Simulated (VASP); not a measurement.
Set up this calculation in VASP 6.6.1, as the native input.

```yaml
Task: relaxation of cell and atoms
Functional: LDA
Potentials_or_basis: VASP PAW LDA potentials, release 64 (Ga_d)
Cutoff: 600 eV
k_mesh: 13 × 13 × 13
Occupations: fermi-dirac, width 0.1 eV
Spin: no spin polarisation
Dipole_correction: no
Further_INCAR_settings: ALGO = Normal; EDIFF = 1e-07; IBRION = 2; EDIFFG = -0.01; NSW = 80; ISIF = 3
```

The structure of Ga lies in POSCAR:

```
Ga
1.0
    0.0000000000      2.1397919757      2.1397919757
    2.1397919757      0.0000000000      2.1397919757
    2.1397919757      2.1397919757      0.0000000000
Ga
1
Direct
    0.0000000000      0.0000000000      0.0000000000
```

The input as run:

INCAR

```
SYSTEM = Ga
  PREC = Accurate
  ENCUT = 600
  EDIFF = 1E-7
  ISMEAR = -1
  SIGMA = 0.1
  LREAL = .False.
  LASPH = .True.
  NELM = 80
  ALGO = Normal
  ISIF = 3
  LWAVE = .False.
  LCHARG = .False.
  IBRION = 2
  NSW = 80
  EDIFFG = -0.01
```

KPOINTS

```
regular mesh
0
Gamma
  13 13 13
  0 0 0
```

Potentials or basis: VASP PAW LDA potentials, release 64 (Ga_d).

Command:

```bash
$ cat potpaw_LDA.64/Ga_d/POTCAR > POTCAR
$ mpirun -np 1 vasp_std > vasp.out
```

Results of the run:

```json
{
 "Relaxed volume": "17.23 Å³/atom",
 "Relaxed cell": "a = 2.899 Å, b = 2.899 Å, c = 2.899 Å, α = 60.00°, β = 60.00°, γ = 60.00°",
 "Space group after relaxing (to 0.05 Å)": "Fm-3m (No. 225)",
 "Energy gained by relaxing": "52.6 meV/atom",
 "Ionic steps": "6",
 "Pressure after relaxing": "0.0 GPa"
}
```

It took 16 s on 1 thread of Intel(R) Xeon(R) 6975P-C (Granite Rapids) (shared host), peak memory 0.15 GiB.
